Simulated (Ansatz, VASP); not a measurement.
Re: VASP beside Ansatz

```
CELL_PARAMETERS angstrom
2.85642 0.00000 0.00000
-1.42821 2.47373 0.00000
0.00000 0.00000 9.20841
ATOMIC_POSITIONS crystal
Re 0.00000 0.00000 0.00000
Re 0.00000 0.00000 0.50000
Re 0.33333 0.66667 0.25000
Re 0.66667 0.33333 0.75000
```

Alike in both runs: task single point; functional revPBE; k mesh 15 × 15 × 4; occupations fermi-dirac, width 0.1 eV; no spin polarisation.

|  | VASP | Ansatz |
| --- | --- | --- |
| version | VASP 6.6.1 | Ansatz 0.2.0 |
| potentials or method | VASP PAW PBE potentials, release 64 (Re), cutoff 520 eV | plane waves (420 eV) with PAW, scalar-relativistic |
| valence electrons in the cell | 28 | 60 |

VASP gave:

- pressure (GPa): -23.8
- traceless stress, the component that is largest in VASP (GPa): -0.12

Q: Estimate Ansatz's values.

A: Pressure (GPa): -22.9; traceless stress, the component that is largest in VASP (GPa): -0.04.

VASP's potentials were made for PBE, not for revPBE. VASP's potentials hold 28 valence electrons a cell and Ansatz's 60, so a difference there can come from the potentials and not from the codes.

Neither program's run includes spin-orbit coupling.
